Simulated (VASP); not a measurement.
# CdBi3O: relaxation of cell and atoms with PBE

Crystal: CdBi3O.

```
Cd Bi O
1.0
     5.31006    0.00000    0.00000
     0.00000    5.31006    0.00000
     0.00000    0.00000    5.31006
Cd Bi O
1 3 1
Direct
  0.00000 0.00000 0.00000
  0.00000 0.50000 0.50000
  0.50000 0.00000 0.50000
  0.50000 0.50000 0.00000
  0.50000 0.50000 0.50000
```

The cell was built from a structure type or drawn by symmetry, and may not be a known phase.

* Program: VASP 6.6.1
* Task: relaxation of cell and atoms
* Functional: PBE
* Potentials or basis: VASP PAW PBE potentials, release 64 (Cd, Bi_d, O)
* Cutoff: 600 eV
* k mesh: 4 × 4 × 4
* Occupations: gaussian, width 0.1 eV
* Spin: no spin polarisation
* Dipole correction: no
* Further INCAR settings: ALGO = Normal; EDIFF = 1e-07; IBRION = 2; EDIFFG = -0.04; NSW = 90; ISIF = 3

```yaml
Relaxed_volume: 25.09 Å³/atom
Relaxed_cell: a = 5.006 Å, b = 5.006 Å, c = 5.006 Å, α = 90.00°, β = 90.00°, γ = 90.00°
Space_group_after_relaxing_to_0.1_Å: Pm-3m (No. 221)
Energy_gained_by_relaxing: 128.7 meV/atom
Ionic_steps: 3
Pressure_after_relaxing: 0.0 GPa
Band_gap_on_the_k_mesh: zero (an odd number of electrons rules out a gap without spin polarisation)
```

Step by step:
```
step  energy change (eV)  largest force (eV/Å)  pressure (GPa)  volume (Å³)
   1              0.0000                0.0000           -7.14       149.73
   2             -0.6306                0.0000            1.51       122.64
   3             -0.6436                0.0000            0.00       125.43
```

Final structure:
```yaml
crystal:
  lattice:
    - [5.00578, 0.00000, 0.00000]
    - [0.00000, 5.00578, 0.00000]
    - [0.00000, 0.00000, 5.00578]
  atoms:
    - { symbol: Cd, position: [0.00000, 0.00000, 0.00000] }
    - { symbol: Bi, position: [0.00000, 0.50000, 0.50000] }
    - { symbol: Bi, position: [0.50000, 0.00000, 0.50000] }
    - { symbol: Bi, position: [0.50000, 0.50000, 0.00000] }
    - { symbol: O, position: [0.50000, 0.50000, 0.50000] }
```

Levels at points of the mesh, in eV from the Fermi level:
```tsv
k point	band 29	band 30	band 31	band 32	band 33	band 34	band 35	band 36
(0.00, 0.00, 0.00)	-1.50	-1.50	-1.50	0.60	0.60	0.60	4.67	4.67
(0.50, 0.00, 0.00)	-1.45	-1.45	-0.54	-0.21	-0.21	0.97	2.78	2.97
(0.50, 0.50, 0.00)	-1.47	-1.47	-0.70	-0.70	-0.46	0.75	2.40	2.81
(0.50, 0.50, 0.50)	-2.96	-2.96	-2.59	-2.02	2.92	2.92	3.59	3.59
```

Wall time 5.6 min on 1 thread of Intel Xeon 8259CL, with other jobs on the host, peak memory 0.31 GiB.

Caveat: the volume moved by over 15 % at a fixed basis, so the end points are rough; spin-orbit coupling is left out, which moves the levels of the heavy elements; an odd number of electrons without spin polarisation forces a metal; a magnetic or distorted state may lie lower.
